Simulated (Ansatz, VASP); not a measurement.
SiC in VASP and in Ansatz

INCAR

```
  PREC = Accurate
  ENCUT = 520
  EDIFF = 1E-6
  ISMEAR = 0
  SIGMA = 0.1
  LREAL = F
  LASPH = T
  NELM = 150
  ALGO = Normal
  ISIF = 2
  LWAVE = F
  LCHARG = F
  ISPIN = 2
  MAGMOM = 0 1
  LORBIT = 11
  GGA = PE
  NBANDS = 15
```

Contents of KPOINTS:

```
regular mesh
0
Gamma
  8 8 8
```

POSCAR

```
SiC
1.0
   -2.2733918100      2.3920607100      1.2876830700
    2.2733918100     -2.3920607100      1.2876830700
    2.2733918100      2.3920607100     -1.2876830700
Si C
1 1
Direct
    0.4430000000      0.9430000000      0.5000000000
    0.0570000000      0.0570000000      0.0000000000
```

Input for Ansatz:

```yaml
crystal:
  lattice:
    - [-2.27339181, 2.39206071, 1.28768307]
    - [2.27339181, -2.39206071, 1.28768307]
    - [2.27339181, 2.39206071, -1.28768307]
  atoms:
    - { symbol: Si, position: [0.443, 0.943, 0.5] }
    - { symbol: C, position: [0.057, 0.057, 0.0], spin: 1.0 }
basis:
  ecutwfc: 420
kpoints:
  mp_grid: { grid: [8, 8, 8] }
hamiltonian:
  xc: pbe
scf:
  occupations: { method: gaussian, width: 0.1 }
  lower_state_search: "off"
output:
  forces: true
  stress: true
  eigenvalues: true
  populations: true
magnetization:
  spin_polarized: true
```

Alike in both runs: task single point; functional PBE; k mesh 8 × 8 × 8; occupations gaussian, width 0.1 eV; collinear spin.

```csv
,VASP,Ansatz
version,VASP 6.6.1,Ansatz 0.2.0
potentials or method,"VASP PAW PBE potentials, release 64 (Si, C), cutoff 520 eV","scalar-relativistic, plane waves, PAW"
valence electrons in the cell,8,8
```

```tsv
	VASP	Ansatz	Ansatz less VASP
gap on the k mesh at the Fermi level (eV)	none	none	-
rms of the force components (eV/Å)	0.108	0.107	-0.0005
net moment per atom (μB)	0.00	0.00	0.000
```

Atom by atom the forces differ by 0.001 eV/Å (rms over components). A gap of «none» marks a metal or a gap that the smearing closes. Ansatz's warnings: seeded moment not kept.
